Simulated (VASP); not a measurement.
Input of a VASP 6.6.1 run:

Contents of INCAR:

```
SYSTEM = InSe
ALGO = Normal ; DIPOL = 0.5 0.5 0.500
EDIFF = 1E-7 ; ENCUT = 520
GGA = PE ; IDIPOL = 3
ISIF = 2 ; ISMEAR = 0
IVDW = 12 ; LASPH = .TRUE.
LCHARG = .TRUE. ; LDIPOL = .TRUE.
LELF = .TRUE. ; LREAL = Auto
LVACPOTAV = .TRUE. ; LVHAR = .TRUE.
LWAVE = .FALSE. ; NBANDS = 90
NELM = 60 ; PREC = Accurate
SIGMA = 0.05
```

File KPOINTS:

```
k-points
0
G
  2 2 1
  0 0 0
```

The input POSCAR:

```
InSe
1.0
    8.0727888955      0.0000000000      0.0000000000
   -4.0363944477      6.9912402629      0.0000000000
    0.0000000000      0.0000000000     21.3605950664
Se In
8 8
Direct
    0.5000000000      0.5000000000      0.3745214014
    0.5000000000      0.0000000000      0.3745214014
    0.0000000000      0.5000000000      0.3745214014
    0.0000000000      0.0000000000      0.3745214014
    0.5000000000      0.5000000000      0.6259069332
    0.5000000000      0.0000000000      0.6259069332
    0.0000000000      0.5000000000      0.6259069332
    0.0000000000      0.0000000000      0.6259069332
    0.3333333333      0.1666666667      0.4345717931
    0.3333333333      0.6666666667      0.4345717931
    0.8333333333      0.1666666667      0.4345717931
    0.8333333333      0.6666666667      0.4345717931
    0.3333333333      0.1666666667      0.5655042794
    0.3333333333      0.6666666667      0.5655042794
    0.8333333333      0.1666666667      0.5655042794
    0.8333333333      0.6666666667      0.5655042794
```

Potentials or basis: VASP PAW PBE potentials, release 64 (Se, In_d).

Command:

```bash
$ cat potpaw_PBE.64/Se/POTCAR potpaw_PBE.64/In_d/POTCAR > POTCAR
$ mpirun -np 1 vasp_std > vasp.out
```

(1) What does it give for the dispersion energy per atom?

(2) Estimate the largest force.

Answers

(1) -0.221 eV.

(2) 0.077 eV/Å.

Caveat: the k points lie up to 0.45 Å⁻¹ apart.
